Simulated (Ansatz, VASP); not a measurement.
# WS2 in VASP and in Ansatz

```
CELL_PARAMETERS angstrom
3.12394 0.00000 0.00000
-1.56197 2.70541 0.00000
0.00000 0.00000 16.93754
ATOMIC_POSITIONS crystal
W 0.33333 0.66667 0.00202
S 0.65694 0.33333 0.90137
S 0.67640 0.33333 0.08706
```

Change from the starting cell: mode 4 frozen in at -0.030 Å and mode 9 at -0.098 Å (largest displacements).

Alike in both runs: task single point; functional PBEsol; dispersion D3(BJ); k mesh 12 × 12 × 2; occupations gaussian, width 0.05 eV; no spin polarisation.

```csv
,VASP,Ansatz
version,VASP 6.6.1,Ansatz 0.2.0
potentials or method,"VASP PAW PBE potentials, release 64 (W_sv, S), cutoff 520 eV","scalar-relativistic, plane waves, PAW"
valence electrons in the cell,26,26
```

VASP gave:

- gap on the k mesh at the Fermi level (eV): 1.76
- least direct gap on the mesh (eV): 2.03
- rms of the force components (eV/Å): 1.849

Estimate Ansatz's values.

gap on the k mesh at the Fermi level (eV): 1.74; least direct gap on the mesh (eV): 2.03; rms of the force components (eV/Å): 1.845.

VASP's potentials were made for PBE, not for PBEsol, and Ansatz warns of the same on its side. Atom by atom the forces differ by 0.010 eV/Å (rms over components).

Spin-orbit coupling is off throughout.
